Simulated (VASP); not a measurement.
# SiO2 (P4_2/mnm) in VASP: further runs

The runs below take SiO2 through electric field gradients, density of states, with PBE.

Everything below comes from runs of VASP 6.6.1. Logs are shortened: lines on timing, memory, paths and dates and some standing lists are left out, and cuts for length are marked.

## 1. The cell of the first run

It takes space group P4_2/mnm (No. 136, tetragonal). The conventional cell has a = 4.096 Å, b = 4.096 Å, c = 2.668 Å, α = 90.00°, β = 90.00°, γ = 90.00°. Si (site symmetry mmm) has 6 O at 1.74 to 1.78 Å within 2.3 Å. O (site symmetry m2m) has 3 Si at 1.74 to 1.78 Å and 1 O at 2.24 Å within 2.3 Å.

## 2. Electric field gradients, PBE (equal xx and yy strain of -2 %)

File INCAR:

```
  PREC = Accurate
  ENCUT = 520
  EDIFF = 1E-8
  ISMEAR = -1
  SIGMA = 0.03
  LREAL = F
  LASPH = T
  NELM = 100
  ALGO = Normal
  ISIF = 2
  LWAVE = F
  LCHARG = F
  GGA = PE
  LEFG = T
  NBANDS = 25
```

File KPOINTS:

```
Automatic mesh
0
Gamma
  6 6 9
```

File POSCAR:

```
SiO2
1.0
    4.0964980000      0.0000000000      0.0000000000
    0.0000000000      4.0964980000      0.0000000000
    0.0000000000      0.0000000000      2.6678000000
Si O
2 4
Direct
    0.0000000000      0.0000000000      0.0000000000
    0.5000000000      0.5000000000      0.5000000000
    0.3067000000      0.3067000000      0.0000000000
    0.1933000000      0.8067000000      0.5000000000
    0.6933000000      0.6933000000      0.0000000000
    0.8067000000      0.1933000000      0.5000000000
```

Potentials or basis: VASP PAW PBE potentials, release 64 (Si, O).

On the command line:

```
cat potpaw_PBE.64/Si/POTCAR potpaw_PBE.64/O/POTCAR > POTCAR
mpirun -np 1 vasp_std > vasp.out
```

OUTCAR:

```text
PREC = Accurate
   ENCUT = 520
   EDIFF = 1E-8
   ISMEAR = -1
   LREAL = F
   LASPH = T
   NELM = 100
   ISIF = 2
   GGA = PE

 ion  position               nearest neighbor table
   1  0.000  0.000  0.000-   4 1.74   6 1.74   4 1.74   6 1.74   5 1.78   3 1.78
   2  0.500  0.500  0.500-   3 1.74   5 1.74   3 1.74   5 1.74   4 1.78   6 1.78
   3  0.307  0.307  0.000-   2 1.74   2 1.74   1 1.78
   4  0.193  0.807  0.500-   1 1.74   1 1.74   2 1.78
   5  0.693  0.693  0.000-   2 1.74   2 1.74   1 1.78
   6  0.807  0.193  0.500-   1 1.74   1 1.74   2 1.78

  LATTYP: Found a simple tetragonal cell.
 ALAT       =     4.0964980000
 C/A-ratio  =     0.6512391804

  Lattice vectors:

 A1 = (   4.0964980000,   0.0000000000,   0.0000000000)
 A2 = (   0.0000000000,   4.0964980000,   0.0000000000)
 A3 = (   0.0000000000,   0.0000000000,   2.6678000000)

Analysis of symmetry for initial positions (statically):
=====================================================================
 Subroutine PRICEL returns:
 Original cell was already a primitive cell.

 Routine SETGRP: Setting up the symmetry group for a
 simple tetragonal supercell.

 Subroutine GETGRP returns: Found 16 space group operations
 (whereof  8 operations were pure point group operations)
 out of a pool of 16 trial point group operations.

The static configuration has the point symmetry D_2h.
 The point group associated with its full space group is D_4h.

Analysis of symmetry for dynamics (positions and initial velocities):
=====================================================================
 Subroutine PRICEL returns:
 Original cell was already a primitive cell.

 Routine SETGRP: Setting up the symmetry group for a
 simple tetragonal supercell.

 Subroutine GETGRP returns: Found 16 space group operations
 (whereof  8 operations were pure point group operations)
 out of a pool of 16 trial point group operations.

The dynamic configuration has the point symmetry D_2h.
 The point group associated with its full space group is D_4h.

 Subroutine INISYM returns: Found 16 space group operations
 (whereof  8 operations are pure point group operations),
 and found     1 'primitive' translations

----------------------------------------------------------------------------------------

                                     Primitive cell

  volume of cell :      44.7691

  direct lattice vectors                    reciprocal lattice vectors
     4.096498000  0.000000000  0.000000000     0.244110945  0.000000000  0.000000000
     0.000000000  4.096498000  0.000000000     0.000000000  0.244110945  0.000000000
     0.000000000  0.000000000  2.667800000     0.000000000  0.000000000  0.374840693

  length of vectors
     4.096498000  4.096498000  2.667800000     0.244110945  0.244110945  0.374840693

  position of ions in fractional coordinates (direct lattice)
     0.000000000  0.000000000  0.000000000
     0.500000000  0.500000000  0.500000000
     0.306700000  0.306700000  0.000000000
     0.193300000  0.806700000  0.500000000
     0.693300000  0.693300000  0.000000000
     0.806700000  0.193300000  0.500000000

  ion indices of the primitive-cell ions
   primitive index   ion index
                 1           1
                 2           2
                 3           3
                 4           4
                 5           5
                 6           6

----------------------------------------------------------------------------------------

 KPOINTS: Automatic mesh

Automatic generation of k-mesh.
 Grid dimensions read from file:
 generate k-points for:    6    6    9

 Generating k-lattice:

  Cartesian coordinates                     Fractional coordinates (reciprocal lattice)
[... 49 lines left out ...]
   NGXF,Y,Z  is equivalent  to a cutoff of  24.35, 24.35, 24.93 a.u.
 SYSTEM =  unknown system
   PREC   = accura    normal or accurate (medium, high low for compatibility)
   ISTART =      0    job   : 0-new  1-cont  2-samecut
   ICHARG =      2    charge: 1-file 2-atom 10-const
   ISPIN  =      1    spin polarized calculation?
   LNONCOLLINEAR =      F non collinear calculations
   LSORBIT =      F    spin-orbit coupling
   LASPH  =      T    aspherical Exc in radial PAW
   ENCUT  =  520.0 eV  38.22 Ry    6.18 a.u.   7.62  7.62  4.96*2*pi/ulx,y,z
   NELM   =    100;   NELMIN=  2; NELMDL= -5     # of ELM steps
   EDIFF  = 0.1E-07   stopping-criterion for ELM
   LREAL  =      F    real-space projection
   EDIFFG = 0.1E-06   stopping-criterion for IOM
   NSW    =      0    number of steps for IOM
   IBRION =     -1    ionic relax: 0-MD 1-quasi-New 2-CG
   NFREE  =      0    steps in history (QN), initial steepest desc. (CG)
   ISIF   =      2    stress and relaxation
   ISYM   =      2    0-nonsym 1-usesym 2-fastsym
   POTIM  = 0.5000    time-step for ionic-motion
   TEBEG  =    0.0;   TEEND  =   0.0 temperature during run
   PSTRESS=    0.0 pullay stress
   NELECT =      32.0000    total number of electrons
   NUPDOWN=      -1.0000    fix difference up-down
   EMIN   =  10.00;   EMAX   =-10.00  energy-range for DOS
   EFERMI =   0.00;   METHOD = LEGACY
   ISMEAR =    -1;   SIGMA  =   0.03  broadening in eV -4-tet -1-fermi 0-gaus
   EFERMI_NEDOS =   21; number of points for ismear=-14 and -15
   IALGO  =     38    algorithm
   IMIX   =      4    mixing-type and parameters
     AMIX     =   0.40;   BMIX     =  1.00
     AMIX_MAG =   1.60;   BMIX_MAG =  1.00
  volume/ion in A,a.u.               =       7.46        50.35
  Fermi-wavevector in a.u.,A,eV,Ry     =   1.463744  2.766076 29.151129  2.142548
  Thomas-Fermi vector in A             =   2.579803
   LORBIT       =      0    0 simple, 1 ext, 2 COOP (PROOUT), +10 PAW based schemes
   GGA     = PE    functional components
   LHFCALC =     F    Hartree Fock is set to
   AEXX    =    0.0000 exact exchange contribution
   IVDW    =     0    specifies the selected vdW correction
   LEPSILON=     F    determine dielectric tensor
   LRPA    =     F    only Hartree local field effects (RPA)
 non-spin polarized calculation
  energy-cutoff  :      520.00
  volume of cell :       44.77
 maximum number of plane-waves:      1226
   NGX = 15   NGY = 15   NGZ =  9

 number of electron      31.9999993 magnetization

 Free energy of the ion-electron system (eV)
  ---------------------------------------------------
  ext. energy  EPLUGINS =         0.00000000
  ---------------------------------------------------
  free energy    TOTEN  =       -46.04112739 eV

  energy without entropy =      -46.04112739  energy(sigma->0) =      -46.04112739

 E-fermi :   9.4670     XC(G=0): -12.4839

 val. band max:        8.8125585515   @ k =   0.0000   0.0000   0.0000
 cond. band min:      15.0801440947   @ k =   0.0000   0.0000   0.0000
 fundamental gap:      6.2675855431
 Fermi energy:         9.4669842569

 k-point     1 :       0.0000    0.0000    0.0000
  band No.  band energies     occupation
      1     -14.1774      2.00000
      2     -10.2749      2.00000
      3     -10.2749      2.00000
      4     -10.0380      2.00000
      5      -2.2597      2.00000
      6       2.2482      2.00000
[... 661 lines left out ...]
     24      21.5762      0.00000
     25      23.0558      0.00000

 [... further k-points ...]
[... 5 lines left out ...]
  --------------------------------------------------------------------------------------
  -------------------------------------------------------------------------------------
  Total        7.5556666      7.5556666      5.9554802      0.0000000      0.0000000      0.0000000
  in kB      270.3987047    270.3987047    213.1319742      0.0000000      0.0000000      0.0000000
  external PRESSURE =     251.3097946 kB  Pullay stress =       0.0000000 kB

 VOLUME and BASIS-vectors are now :
 -----------------------------------------------------------------------------
  energy-cutoff  :      520.00
  volume of cell :       44.77
      direct lattice vectors                 reciprocal lattice vectors
     4.096498000  0.000000000  0.000000000     0.244110945  0.000000000  0.000000000
     0.000000000  4.096498000  0.000000000     0.000000000  0.244110945  0.000000000
     0.000000000  0.000000000  2.667800000     0.000000000  0.000000000  0.374840693

 POSITION                                       TOTAL-FORCE (eV/Angst)
 -----------------------------------------------------------------------------------
      0.00000      0.00000      0.00000        -0.000000     -0.000000      0.000000
      2.04825      2.04825      1.33390        -0.000000     -0.000000      0.000000
      1.25640      1.25640      0.00000        -0.442976     -0.442976      0.000000
      0.79185      3.30464      1.33390         0.442976     -0.442976      0.000000
      2.84010      2.84010      0.00000         0.442976      0.442976     -0.000000
      3.30464      0.79185      1.33390        -0.442976      0.442976     -0.000000
 -----------------------------------------------------------------------------------
    total drift:                                0.000000     -0.000000      0.000000

  FREE ENERGIE OF THE ION-ELECTRON SYSTEM (eV)
  ---------------------------------------------------
  free  energy   TOTEN  =       -46.0411273892 eV

  energy  without entropy=      -46.0411273892  energy(sigma->0) =      -46.04112739

 Electric field gradients (V/A^2)
---------------------------------------------------------------------
 ion       V_xx      V_yy      V_zz      V_xy      V_xz      V_yz
---------------------------------------------------------------------
   1       7.936     7.936   -15.872     7.093     0.000     0.000
   2       7.936     7.936   -15.872    -7.093     0.000     0.000
   3     -24.610   -24.610    49.220    81.396    -0.000    -0.000
   4     -24.610   -24.610    49.220   -81.396     0.000     0.000
   5     -24.610   -24.610    49.220    81.396     0.000     0.000
   6     -24.610   -24.610    49.220   -81.396     0.000     0.000
---------------------------------------------------------------------

 Electric field gradients after diagonalization (V/A^2)
 (convention: |V_zz| > |V_xx| > |V_yy|)
----------------------------------------------------------------------
 ion       V_xx      V_yy      V_zz     asymmetry (V_yy - V_xx)/ V_zz
----------------------------------------------------------------------
   1      15.029     0.843   -15.872       0.894
   2      15.029     0.843   -15.872       0.894
   3      56.786    49.220  -106.006       0.071
   4      56.786    49.220  -106.006       0.071
   5      56.786    49.220  -106.006       0.071
   6      56.786    49.220  -106.006       0.071
----------------------------------------------------------------------

           NMR quadrupolar parameters

 Cq : quadrupolar parameter    Cq=e*Q*V_zz/h
 eta: asymmetry parameters     (V_yy - V_xx)/ V_zz
 Q  : nuclear electric quadrupole moment in mb (millibarn)
----------------------------------------------------------------------
 ion       Cq(MHz)       eta       Q (mb)
----------------------------------------------------------------------
   1      -0.038       0.894       1.000
   2      -0.038       0.894       1.000
   3      -0.256       0.071       1.000
   4      -0.256       0.071       1.000
   5      -0.256       0.071       1.000
   6      -0.256       0.071       1.000
----------------------------------------------------------------------
```

It took 77 s on 1 thread of Intel Xeon 8259CL, shared host; peak memory 0.17 GiB.

Results:

| Quantity | Value |
| --- | --- |
| Free energy | -46.0411 eV |
| Pressure | 25.1 GPa |
| Largest force | 0.626 eV/Å |
| Band gap on the k mesh | 6.27 eV, direct |

Forces on the atoms (eV/Å):
```
Si   0.000  0.000  0.000
Si   0.000  0.000  0.000
O   -0.443 -0.443  0.000
O    0.443 -0.443  0.000
O    0.443  0.443  0.000
O   -0.443  0.443  0.000
```

Stress tensor (GPa, compression positive):
```
27.04  0.00  0.00
 0.00 27.04  0.00
 0.00  0.00 21.31
```

Electric field gradients, principal values (V/Å²):
```csv
atom,least,middle,greatest (by size)
1 Si,0.843,15.029,-15.872
2 Si,0.843,15.029,-15.872
3 O,49.220,56.786,-106.006
4 O,49.220,56.786,-106.006
5 O,49.220,56.786,-106.006
6 O,49.220,56.786,-106.006
```

Caveat: the cell differs from its parent crystal (equal xx and yy strain of -2 %); without QUAD_EFG the Cq values of the log hold for a quadrupole moment of 1 mb, not for the nuclei. A k mesh can miss the band edges.

## 3. Electric field gradients, PBE

This run uses another cell than the first one, of 7.77 Å³/atom, 1.041 times its volume.

File INCAR:

```
ALGO = Normal
EDIFF = 1E-8
ENCUT = 520
GGA = PE
ISIF = 2
ISMEAR = -1
LASPH = T
LCHARG = F
LEFG = T
LREAL = F
LWAVE = F
NBANDS = 25
NELM = 80
PREC = Accurate
SIGMA = 0.03
```

File KPOINTS:

```
k-points
0
Gamma
  6 6 9
```

Changes to POSCAR since step 2:

```diff
@@ -2,4 +2,4 @@
 1.0
-    4.0964980000      0.0000000000      0.0000000000
-    0.0000000000      4.0964980000      0.0000000000
+    4.1801000000      0.0000000000      0.0000000000
+    0.0000000000      4.1801000000      0.0000000000
     0.0000000000      0.0000000000      2.6678000000
```

Potentials or basis: VASP PAW PBE potentials, release 64 (Si, O).

On the command line:

```
cat potpaw_PBE.64/Si/POTCAR potpaw_PBE.64/O/POTCAR > POTCAR
mpirun -np 1 vasp_std > vasp.out
```

OUTCAR:

```text
EDIFF = 1E-8
   ENCUT = 520
   GGA = PE
   ISIF = 2
   ISMEAR = -1
   LASPH = T
   LREAL = F
   NELM = 80
   PREC = Accurate

 ion  position               nearest neighbor table
   1  0.000  0.000  0.000-   4 1.76   6 1.76   4 1.76   6 1.76   5 1.81   3 1.81
   2  0.500  0.500  0.500-   3 1.76   5 1.76   3 1.76   5 1.76   4 1.81   6 1.81
   3  0.307  0.307  0.000-   2 1.76   2 1.76   1 1.81
   4  0.193  0.807  0.500-   1 1.76   1 1.76   2 1.81
   5  0.693  0.693  0.000-   2 1.76   2 1.76   1 1.81
   6  0.807  0.193  0.500-   1 1.76   1 1.76   2 1.81

  LATTYP: Found a simple tetragonal cell.
 ALAT       =     4.1801000000
 C/A-ratio  =     0.6382143968

  Lattice vectors:

 A1 = (   4.1801000000,   0.0000000000,   0.0000000000)
 A2 = (   0.0000000000,   4.1801000000,   0.0000000000)
 A3 = (   0.0000000000,   0.0000000000,   2.6678000000)

Analysis of symmetry for initial positions (statically):
[... 890 lines left out ...]
      3.37209      0.80801      1.33390        -0.172763      0.172763     -0.000000
 -----------------------------------------------------------------------------------
    total drift:                                0.000000      0.000000      0.000000

  FREE ENERGIE OF THE ION-ELECTRON SYSTEM (eV)
  ---------------------------------------------------
  free  energy   TOTEN  =       -46.2588728118 eV

  energy  without entropy=      -46.2588728118  energy(sigma->0) =      -46.25887281

 Electric field gradients (V/A^2)
---------------------------------------------------------------------
 ion       V_xx      V_yy      V_zz      V_xy      V_xz      V_yz
---------------------------------------------------------------------
   1       9.274     9.274   -18.548    13.427     0.000    -0.000
   2       9.274     9.274   -18.548   -13.427     0.000     0.000
   3     -23.817   -23.817    47.634    85.868    -0.000    -0.000
   4     -23.817   -23.817    47.634   -85.868     0.000     0.000
   5     -23.817   -23.817    47.634    85.868    -0.000    -0.000
   6     -23.817   -23.817    47.634   -85.868     0.000     0.000
---------------------------------------------------------------------

 Electric field gradients after diagonalization (V/A^2)
 (convention: |V_zz| > |V_xx| > |V_yy|)
----------------------------------------------------------------------
 ion       V_xx      V_yy      V_zz     asymmetry (V_yy - V_xx)/ V_zz
----------------------------------------------------------------------
   1     -18.548    -4.153    22.701       0.634
   2     -18.548    -4.153    22.701       0.634
   3      62.051    47.634  -109.685       0.131
   4      62.051    47.634  -109.685       0.131
   5      62.051    47.634  -109.685       0.131
   6      62.051    47.634  -109.685       0.131
----------------------------------------------------------------------

           NMR quadrupolar parameters

 Cq : quadrupolar parameter    Cq=e*Q*V_zz/h
 eta: asymmetry parameters     (V_yy - V_xx)/ V_zz
 Q  : nuclear electric quadrupole moment in mb (millibarn)
----------------------------------------------------------------------
 ion       Cq(MHz)       eta       Q (mb)
----------------------------------------------------------------------
   1       0.055       0.634       1.000
   2       0.055       0.634       1.000
   3      -0.265       0.131       1.000
   4      -0.265       0.131       1.000
   5      -0.265       0.131       1.000
   6      -0.265       0.131       1.000
----------------------------------------------------------------------
```

stdout:

```text
POSCAR found type information on POSCAR SiO
 POSCAR found :  2 types and       6 ions
 scaLAPACK will be used
 LDA part: xc-table for (Slater+PW92), standard interpolation
 POSCAR, INCAR and KPOINTS ok, starting setup
 FFT: planning ... GRIDC
 FFT: planning ... GRID_SOFT
 FFT: planning ... GRID
 WAVECAR not read
 entering main loop
ion   1

ion   2

ion   3

ion   4

ion   5

ion   6
```

It used 39 s of CPU time on 1 thread of Intel Xeon 6975P-C, on a shared host.

Results:

```
Free energy            : -46.2589 eV
Pressure               : 11.0 GPa
Largest force          : 0.244 eV/Å
Band gap on the k mesh : 5.61 eV, direct
```

Forces in eV/Å, atoms in the order of the input:
```
Si   0.000  0.000  0.000
Si   0.000  0.000  0.000
O   -0.173 -0.173  0.000
O    0.173 -0.173  0.000
O    0.173  0.173  0.000
O   -0.173  0.173  0.000
```

Electric field gradients, principal values (V/Å²):
```tsv
atom	least	middle	greatest (by size)
1 Si	-4.153	-18.548	22.701
2 Si	-4.153	-18.548	22.701
3 O	47.634	62.051	-109.685
4 O	47.634	62.051	-109.685
5 O	47.634	62.051	-109.685
6 O	47.634	62.051	-109.685
```

Caveat: without QUAD_EFG the Cq values of the log hold for a quadrupole moment of 1 mb, not for the nuclei.

(Continued in part 2 of 2.)
